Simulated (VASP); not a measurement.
SiC (Moissanite 3C): single point with RPBE+D4

Crystal: SiC (Moissanite 3C).

```
Si C
1.0
     0.00000    2.17900    2.17900
     2.17900    0.00000    2.17900
     2.17900    2.17900    0.00000
Si C
1 1
Direct
  0.00000 0.00000 0.00000
  0.75000 0.75000 0.75000
```

```json
{
  "Program": "VASP 6.6.1",
  "Task": "single point",
  "Functional": "RPBE",
  "Dispersion": "D4",
  "Potentials or basis": "VASP PAW PBE potentials, release 64 (Si, C)",
  "Cutoff": "600 eV",
  "k mesh": "10 × 10 × 10",
  "Occupations": "fermi-dirac, width 0.05 eV",
  "Spin": "no spin polarisation"
}
```

```
Pressure                   : -4.2 GPa
Band gap on the k mesh     : 1.37 eV, indirect (least direct gap 4.54 eV)
Dispersion energy per atom : -0.715 eV
```

Levels at points of the mesh, in eV from the valence-band top:
```tsv
k point	band 1	band 2	band 3	band 4	band 5	band 6	band 7	band 8
(0.00, 0.00, 0.00)	-15.42	0.00	0.00	0.00	6.25	7.36	7.36	7.36
(0.50, 0.00, 0.00)	-11.87	-8.51	-1.04	-1.04	5.48	7.25	7.25	10.11
(0.50, 0.50, 0.00)	-10.44	-7.77	-3.17	-3.17	1.37	4.38	14.11	14.11
```

Run time: 12 s on 1 thread of Intel(R) Xeon(R) Platinum 8488C (Sapphire Rapids), with other jobs on the host, peak memory 0.15 GiB.

Caveat: the PAW data sets were made with another functional, which shifts forces and pressure a little. A k mesh can miss the band edges.
